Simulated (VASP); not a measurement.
Here is a VASP 6.6.1 calculation.

INCAR

```
SYSTEM = CdSe
PREC = Accurate ; ENCUT = 520
EDIFF = 1E-6 ; ISMEAR = -1
SIGMA = 0.05 ; LREAL = .FALSE.
LASPH = .TRUE. ; NELM = 60
ALGO = Normal ; ISIF = 2
LWAVE = .FALSE. ; LCHARG = .TRUE.
GGA = PE ; LELF = .TRUE.
LVHAR = .TRUE. ; NBANDS = 26
```

KPOINTS

```
regular mesh
0
G
  9 9 5
  0 0 0
```

The input POSCAR:

```
CdSe
1.0
    3.4487484333      0.0000000000      0.0000000000
   -1.7243742167      2.9867037545      0.0000000000
    0.0000000000      0.0000000000      7.3956662878
Cd Se
2 2
Direct
    0.3333333333      0.6666666667      0.0317564976
    0.6666666667      0.3333333333      0.5317564976
    0.3333333333      0.6666666667      0.3442435024
    0.6666666667      0.3333333333      0.8442435024
```

Potentials or basis: VASP PAW PBE potentials, release 64 (Cd, Se).

The run is started by

```sh
$ cat potpaw_PBE.64/Cd/POTCAR potpaw_PBE.64/Se/POTCAR > POTCAR
$ mpirun -np 1 vasp_std > vasp.out
```

**Question.** Estimate the pressure.

**Answer.** 44.9 GPa.

**Question.** What does it give for the band gap on the k mesh?

**Answer.** Zero (band 18 reaches 5.66 eV, above the bottom of band 19 at 5.64 eV).

**Question.** Predict the largest force.

**Answer.** 0.013 eV/Å.

Stress tensor (GPa, compression positive):
```
44.55  0.00  0.00
 0.00 44.55  0.00
 0.00  0.00 45.64
```
